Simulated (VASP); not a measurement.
# C (C2/m) in VASP: notebook

C is run at these levels: PBE; tasks: single point.

All numbers are computed with VASP 6.6.1; they aren't measurements. Logs are shortened: lines on timing, memory, paths and dates and some standing lists are left out, and cuts for length are marked.

## 1. The cell of the first run

Symmetry: C2/m, No. 12, monoclinic system. The conventional cell has a = 4.368 Å, b = 2.522 Å, c = 12.361 Å, α = 90.00°, β = 91.69°, γ = 90.00°. Within 2.1 Å of C (site symmetry m) lie 4 C at 1.54 Å. C (site symmetry m) has 4 C at 1.54 Å within 2.1 Å. C (site symmetry m) has 4 C at 1.54 Å within 2.1 Å. Within 2.1 Å of C (site symmetry m) lie 4 C at 1.54 Å. Within 2.1 Å of C (site symmetry m) lie 4 C at 1.54 Å. C (site symmetry m) has 4 C at 1.54 to 1.59 Å within 2.1 Å.

## 2. Single point, PBE

Input file INCAR:

```
SYSTEM = C
  PREC = Accurate
  ENCUT = 520
  EDIFF = 1E-7
  ISMEAR = 0
  SIGMA = 0.05
  LREAL = .False.
  LASPH = .True.
  NELM = 60
  ALGO = Normal
  ISIF = 2
  LWAVE = .False.
  LCHARG = .False.
  GGA = PE
  NBANDS = 36
```

Input file KPOINTS:

```
Automatic mesh
0
Gamma
  10 10 2
  0 0 0
```

Input file POSCAR:

```
C
1.0
    1.7834000000     -1.7834000000      0.0000000000
    1.7834000000      0.0000000000     -1.7834000000
    7.4307144400      6.9850427800      6.9850427800
C
12
Direct
    0.6441034733      0.6441034733      0.2708666667
   -0.0086798600     -0.0086798600      0.1042000000
    0.2968868067      0.2968868067      0.4375333333
    0.6024534733      0.6024534733      0.7708666667
    0.9496701400      0.9496701400      0.6042000000
    0.2552368067      0.2552368067      0.9375333333
    0.6336909733      0.6336909733      0.3958666667
    0.9809076400      0.9809076400      0.2292000000
    0.2864743067      0.2864743067      0.5625333333
    0.5920409733      0.5920409733      0.8958666667
   -0.0607423600     -0.0607423600      0.7292000000
    0.3281243067      0.3281243067      0.0625333333
```

Potentials or basis: VASP PAW PBE potentials, release 64 (C).

Command:

```
cat potpaw_PBE.64/C/POTCAR > POTCAR
mpirun -np 1 vasp_std > vasp.out
```

OUTCAR:

```text
SYSTEM = C
   PREC = Accurate
   ENCUT = 520
   EDIFF = 1E-7
   ISMEAR = 0
   LREAL = .False.
   LASPH = .True.
   NELM = 60
   ISIF = 2
   GGA = PE

 ion  position               nearest neighbor table
   1  0.644  0.644  0.271-   7 1.54   8 1.54   8 1.54   8 1.54
   2  0.991  0.991  0.104-   8 1.54  12 1.54  12 1.54  12 1.54
   3  0.297  0.297  0.438-   7 1.54   7 1.54   7 1.54   9 1.54
   4  0.602  0.602  0.771-  10 1.54  11 1.54  11 1.54  11 1.54
   5  0.950  0.950  0.604-  11 1.54   9 1.54   9 1.54   9 1.54
   6  0.255  0.255  0.938-  10 1.54  10 1.54  10 1.54  12 1.59
   7  0.634  0.634  0.396-   3 1.54   3 1.54   3 1.54   1 1.54
   8  0.981  0.981  0.229-   2 1.54   1 1.54   1 1.54   1 1.54
   9  0.286  0.286  0.563-   3 1.54   5 1.54   5 1.54   5 1.54
  10  0.592  0.592  0.896-   6 1.54   6 1.54   6 1.54   4 1.54
  11  0.939  0.939  0.729-   5 1.54   4 1.54   4 1.54   4 1.54
  12  0.328  0.328  0.063-   2 1.54   2 1.54   2 1.54   6 1.59

  LATTYP: Found a base centered monoclinic cell.
 ALAT       =     4.3684200073
 B/A-ratio  =     0.5773502692
 C/A-ratio  =     2.8296534929
 COS(beta)  =    -0.0294382334

  Lattice vectors:

 A1 = (  -1.7834000000,   1.7834000000,   0.0000000000)
 A2 = (  -1.7834000000,   0.0000000000,   1.7834000000)
 A3 = (   7.4307144400,   6.9850427800,   6.9850427800)

Analysis of symmetry for initial positions (statically):
=====================================================================
 Subroutine PRICEL returns:
 Original cell was already a primitive cell.

 Routine SETGRP: Setting up the symmetry group for a
 base centered monoclinic supercell.

 Subroutine GETGRP returns: Found  4 space group operations
 (whereof  2 operations were pure point group operations)
 out of a pool of  4 trial point group operations.

The static configuration has the point symmetry C_1h.
 The point group associated with its full space group is C_2h.

Analysis of symmetry for dynamics (positions and initial velocities):
=====================================================================
 Subroutine PRICEL returns:
 Original cell was already a primitive cell.

 Routine SETGRP: Setting up the symmetry group for a
 base centered monoclinic supercell.

 Subroutine GETGRP returns: Found  4 space group operations
 (whereof  2 operations were pure point group operations)
 out of a pool of  4 trial point group operations.

The dynamic configuration has the point symmetry C_1h.
 The point group associated with its full space group is C_2h.

 Subroutine INISYM returns: Found  4 space group operations
 (whereof  2 operations are pure point group operations),
 and found     1 'primitive' translations

----------------------------------------------------------------------------------------

                                     Primitive cell

  volume of cell :      68.0656

  direct lattice vectors                    reciprocal lattice vectors
     1.783400000 -1.783400000  0.000000000     0.183016523 -0.377710179  0.183016523
     1.783400000  0.000000000 -1.783400000     0.183016523  0.183016523 -0.377710179
     7.430714440  6.985042780  6.985042780     0.046727225  0.046727225  0.046727225

  length of vectors
     2.522108467  2.522108467 12.361114932     0.457881070  0.457881070  0.080933928

  position of ions in fractional coordinates (direct lattice)
     0.644103473  0.644103473  0.270866667
     0.991320140  0.991320140  0.104200000
     0.296886807  0.296886807  0.437533333
     0.602453473  0.602453473  0.770866667
     0.949670140  0.949670140  0.604200000
     0.255236807  0.255236807  0.937533333
     0.633690973  0.633690973  0.395866667
     0.980907640  0.980907640  0.229200000
     0.286474307  0.286474307  0.562533333
     0.592040973  0.592040973  0.895866667
     0.939257640  0.939257640  0.729200000
     0.328124307  0.328124307  0.062533333

  ion indices of the primitive-cell ions
   primitive index   ion index
                 1           1
                 2           2
                 3           3
                 4           4
                 5           5
                 6           6
                 7           7
                 8           8
                 9           9
                10          10
                11          11
                12          12

----------------------------------------------------------------------------------------

 KPOINTS: Automatic mesh

Automatic generation of k-mesh.
 Grid dimensions read from file:
 generate k-points for:   10   10    2

 Generating k-lattice:

  Cartesian coordinates                     Fractional coordinates (reciprocal lattice)
     0.018301652 -0.037771018  0.018301652     0.100000000  0.000000000 -0.000000000
     0.018301652  0.018301652 -0.037771018     0.000000000  0.100000000  0.000000000
     0.023363613  0.023363613  0.023363613     0.000000000  0.000000000  0.500000000

  Length of vectors
     0.045788107  0.045788107  0.040466964

  Shift w.r.t. Gamma in fractional coordinates (k-lattice)
     0.000000000  0.000000000  0.000000000

 Subroutine IBZKPT returns following result:
 ===========================================

 Found     62 irreducible k-points:

 Following reciprocal coordinates:
            Coordinates               Weight
  0.000000  0.000000  0.000000      1.000000
  0.100000  0.000000 -0.000000      4.000000
  0.200000  0.000000 -0.000000      4.000000
  0.300000  0.000000  0.000000      4.000000
  0.400000  0.000000  0.000000      4.000000
  0.500000  0.000000 -0.000000      2.000000
[... 16 lines left out ...]
  0.300000  0.300000 -0.000000      2.000000
  0.400000  0.300000  0.000000      4.000000
 [... further k-points ...]
   k-points           NKPTS =     62   k-points in BZ     NKDIM =     62   number of bands    NBANDS=     36
   number of dos      NEDOS =    301   number of ions     NIONS =     12
   total plane-waves  NPLWV =  38400
   dimension x,y,z NGX =    20 NGY =   20 NGZ =   96
   dimension x,y,z NGXF=    40 NGYF=   40 NGZF=  192
   ions per type =              12
   NGX,Y,Z   is equivalent  to a cutoff of  13.18, 13.18, 12.91 a.u.
   NGXF,Y,Z  is equivalent  to a cutoff of  26.37, 26.37, 25.82 a.u.
 SYSTEM =  C
   PREC   = accura    normal or accurate (medium, high low for compatibility)
   ISTART =      0    job   : 0-new  1-cont  2-samecut
   ICHARG =      2    charge: 1-file 2-atom 10-const
   ISPIN  =      1    spin polarized calculation?
   LNONCOLLINEAR =      F non collinear calculations
   LSORBIT =      F    spin-orbit coupling
   LASPH  =      T    aspherical Exc in radial PAW
   ENCUT  =  520.0 eV  38.22 Ry    6.18 a.u.   4.69  4.69 22.98*2*pi/ulx,y,z
   NELM   =     60;   NELMIN=  2; NELMDL= -5     # of ELM steps
   EDIFF  = 0.1E-06   stopping-criterion for ELM
   LREAL  =      F    real-space projection
   EDIFFG = 0.1E-05   stopping-criterion for IOM
   NSW    =      0    number of steps for IOM
   IBRION =     -1    ionic relax: 0-MD 1-quasi-New 2-CG
   NFREE  =      0    steps in history (QN), initial steepest desc. (CG)
   ISIF   =      2    stress and relaxation
   ISYM   =      2    0-nonsym 1-usesym 2-fastsym
   POTIM  = 0.5000    time-step for ionic-motion
   TEBEG  =    0.0;   TEEND  =   0.0 temperature during run
   PSTRESS=    0.0 pullay stress
   NELECT =      48.0000    total number of electrons
   NUPDOWN=      -1.0000    fix difference up-down
   EMIN   =  10.00;   EMAX   =-10.00  energy-range for DOS
   EFERMI =   0.00;   METHOD = LEGACY
   ISMEAR =     0;   SIGMA  =   0.05  broadening in eV -4-tet -1-fermi 0-gaus
   EFERMI_NEDOS =   21; number of points for ismear=-14 and -15
   IALGO  =     38    algorithm
   IMIX   =      4    mixing-type and parameters
     AMIX     =   0.40;   BMIX     =  1.00
     AMIX_MAG =   1.60;   BMIX_MAG =  1.00
  volume/ion in A,a.u.               =       5.67        38.28
  Fermi-wavevector in a.u.,A,eV,Ry     =   1.457178  2.753668 28.890189  2.123369
  Thomas-Fermi vector in A             =   2.574010
   LORBIT       =      0    0 simple, 1 ext, 2 COOP (PROOUT), +10 PAW based schemes
   GGA     = PE    functional components
   LHFCALC =     F    Hartree Fock is set to
   AEXX    =    0.0000 exact exchange contribution
   IVDW    =     0    specifies the selected vdW correction
   LEPSILON=     F    determine dielectric tensor
   LRPA    =     F    only Hartree local field effects (RPA)
 non-spin polarized calculation
 Gauss-broadening in eV      SIGMA  =   0.05
  energy-cutoff  :      520.00
  volume of cell :       68.07
 maximum number of plane-waves:      1851
   NGX =  9   NGY =  9   NGZ = 45

 number of electron      47.9999996 magnetization

 Free energy of the ion-electron system (eV)
  ---------------------------------------------------
  ext. energy  EPLUGINS =         0.00000000
  ---------------------------------------------------
  free energy    TOTEN  =      -108.55620135 eV

  energy without entropy =     -108.55620135  energy(sigma->0) =     -108.55620135

 E-fermi :  10.3393     XC(G=0): -13.2574

 val. band max:       10.1022670288   @ k =   0.0000   0.0000   0.0000
 cond. band min:      13.6885227351   @ k =   0.4000   0.0000   0.5000
 fundamental gap:      3.5862557063
 Fermi energy:        10.3393082494

 k-point     1 :       0.0000    0.0000    0.0000
  band No.  band energies     occupation
      1     -11.7437      2.00000
      2     -10.9777      2.00000
      3     -10.9743      2.00000
      4      -8.7351      2.00000
      5      -8.7159      2.00000
      6      -5.9736      2.00000
[... 28 lines left out ...]
     35      17.9670      0.00000
     36      18.0798      0.00000
[... 866 lines left out ...]
      6      -3.2967      2.00000
[... 28 lines left out ...]
     35      19.3366      0.00000
     36      19.5073      0.00000

 [... further k-points ...]

------------------------ aborting loop because EDIFF is reached ----------------------------------------

  FORCE on cell =-STRESS in cart. coord.  units (eV):
  Direction    XX          YY          ZZ          XY          YZ          ZX
  --------------------------------------------------------------------------------------
  -------------------------------------------------------------------------------------
  Total       -5.0504995      4.1024821      4.1024821     -1.0726961      3.2784902     -1.0726962
  in kB     -118.8823504     96.5672233     96.5672233    -25.2499042     77.1714993    -25.2499076
  external PRESSURE =      24.7506987 kB  Pullay stress =       0.0000000 kB

 VOLUME and BASIS-vectors are now :
 -----------------------------------------------------------------------------
  energy-cutoff  :      520.00
  volume of cell :       68.07
      direct lattice vectors                 reciprocal lattice vectors
     1.783400000 -1.783400000  0.000000000     0.183016523 -0.377710179  0.183016523
     1.783400000  0.000000000 -1.783400000     0.183016523  0.183016523 -0.377710179
     7.430714440  6.985042780  6.985042780     0.046727225  0.046727225  0.046727225

 POSITION                                       TOTAL-FORCE (eV/Angst)
 -----------------------------------------------------------------------------------
      4.31012      0.74332      0.74332         0.002655     -0.004008     -0.004008
      4.31012     -1.04008     -1.04008        -0.017093      0.109013      0.109013
      4.31012      2.52672      2.52672         0.002802     -0.002084     -0.002084
      7.87692      4.31012      4.31012         0.217477     -0.161379     -0.161379
      7.87692      2.52672      2.52672         0.022372     -0.014413     -0.014413
      7.87692      6.09352      6.09352         2.091610     -1.111236     -1.111236
      5.20182      1.63502      1.63502        -0.022372      0.014413      0.014413
      5.20182     -0.14838     -0.14838        -0.217477      0.161379      0.161379
      5.20182      3.41842      3.41842        -0.002802      0.002084      0.002084
      8.76862      5.20182      5.20182         0.017093     -0.109013     -0.109013
      8.76862      3.41842      3.41842        -0.002655      0.004008      0.004008
      1.63502     -0.14838     -0.14838        -2.091610      1.111236      1.111236
 -----------------------------------------------------------------------------------
    total drift:                               -0.000005     -0.000002     -0.000002

  FREE ENERGIE OF THE ION-ELECTRON SYSTEM (eV)
  ---------------------------------------------------
  free  energy   TOTEN  =      -108.5562013535 eV

  energy  without entropy=     -108.5562013535  energy(sigma->0) =     -108.55620135
```

Run time: 4 min. Hardware: 1 thread of Intel Xeon 8259CL, shared host; peak memory 0.24 GiB.

What came out:

```
Free energy            : -108.5562 eV
Pressure               : 2.5 GPa
Largest force          : 2.616 eV/Å
Band gap on the k mesh : 3.59 eV (least direct gap 5.12 eV)
```

Forces on the atoms (eV/Å):
```
C    0.003 -0.004 -0.004
C   -0.017  0.109  0.109
C    0.003 -0.002 -0.002
C    0.217 -0.161 -0.161
C    0.022 -0.014 -0.014
C    2.092 -1.111 -1.111
C   -0.022  0.014  0.014
C   -0.217  0.161  0.161
C   -0.003  0.002  0.002
C    0.017 -0.109 -0.109
C   -0.003  0.004  0.004
C   -2.092  1.111  1.111
```

Stress tensor (GPa, compression positive):
```
-11.89  -2.52  -2.52
 -2.52   9.66   7.72
 -2.52   7.72   9.66
```

Caveat: forces of over 1 eV/Å act on the atoms, so gaps and moduli don't describe the material at rest. A k mesh can miss the band edges.

[end of part 1 of 2]
